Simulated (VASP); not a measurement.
**MnS: single point with PBE+U**

The system is MnS.

```
CELL_PARAMETERS angstrom
-2.46712 -2.46712 4.96386
-4.96386 -2.46712 2.46712
-2.46712 -4.96386 2.46712
ATOMIC_POSITIONS crystal
Mn 0.00000 0.00000 0.00000
Mn 0.50000 0.50000 0.50000
S 0.25000 0.25000 0.25000
S 0.75000 0.75000 0.75000
```

```
Program             : VASP 6.6.1
Task                : single point
Functional          : PBE
Potentials or basis : VASP PAW PBE potentials, release 64 (Mn_pv, S)
Cutoff              : 520 eV
k mesh              : 8 × 8 × 8
Occupations         : gaussian, width 0.05 eV
Spin                : collinear spin, antiferromagnetic start
Starting moments    : [4.67, -4.67, 0.0, 0.0] μB
Hubbard terms       : Mn d U = 3.9 eV
```

```json
{
 "Pressure": "17.7 GPa",
 "Band gap on the k mesh": "1.85 eV",
 "Net moment": "0.00 μB per cell",
 "Site moments": "Mn +4.40, -4.40; S +0.00 μB",
 "Valence electrons inside the program's atomic spheres": "Mn 11.43; S 3.84"
}
```

Levels at points of the mesh, in eV from the valence-band top:
Spin up:
| k point | band 15 | band 16 | band 17 | band 18 | band 19 | band 20 | band 21 | band 22 | band 23 | band 24 |
| --- | --- | --- | --- | --- | --- | --- | --- | --- | --- | --- |
| (0.00, 0.00, 0.00) | -1.25 | -1.25 | -1.08 | -1.08 | -0.99 | 2.86 | 2.86 | 2.99 | 3.78 | 4.05 |
| (0.50, 0.00, 0.00) | -3.77 | -3.19 | -2.95 | -1.27 | -0.92 | 1.96 | 3.42 | 3.77 | 4.03 | 4.25 |
| (0.50, 0.50, 0.00) | -3.44 | -2.98 | -2.90 | -1.01 | -0.57 | 1.85 | 2.49 | 3.80 | 3.87 | 3.94 |
| (0.50, 0.50, 0.50) | -2.86 | -2.20 | -2.20 | 0.00 | 0.00 | 2.53 | 2.70 | 2.70 | 3.80 | 3.80 |
Spin down:
| k point | band 16 | band 17 | band 18 | band 19 | band 20 | band 21 | band 22 | band 23 |
| --- | --- | --- | --- | --- | --- | --- | --- | --- |
| (0.00, 0.00, 0.00) | -1.25 | -1.08 | -1.08 | -0.99 | 2.86 | 2.86 | 2.99 | 3.78 |
| (0.50, 0.00, 0.00) | -3.19 | -2.95 | -1.27 | -0.92 | 1.96 | 3.42 | 3.77 | 4.03 |
| (0.50, 0.50, 0.00) | -2.98 | -2.90 | -1.01 | -0.57 | 1.85 | 2.49 | 3.80 | 3.87 |
| (0.50, 0.50, 0.50) | -2.20 | -2.20 | 0.00 | 0.00 | 2.53 | 2.70 | 2.70 | 3.80 |

Eigenvalues of the final occupation matrices:
```csv
site,spin,trace,eigenvalues
site 1 d,1,4.68,0.93 0.93 0.93 0.95 0.95
site 1 d,2,0.31,0.02 0.02 0.02 0.12 0.12
site 2 d,1,0.31,0.02 0.02 0.02 0.12 0.12
site 2 d,2,4.68,0.93 0.93 0.93 0.95 0.95
```

It took 19 min on 1 thread of Intel Xeon 8259CL (shared host), peak memory 0.51 GiB.

Caveat: the cell stands under pressure. A k mesh can miss the band edges.
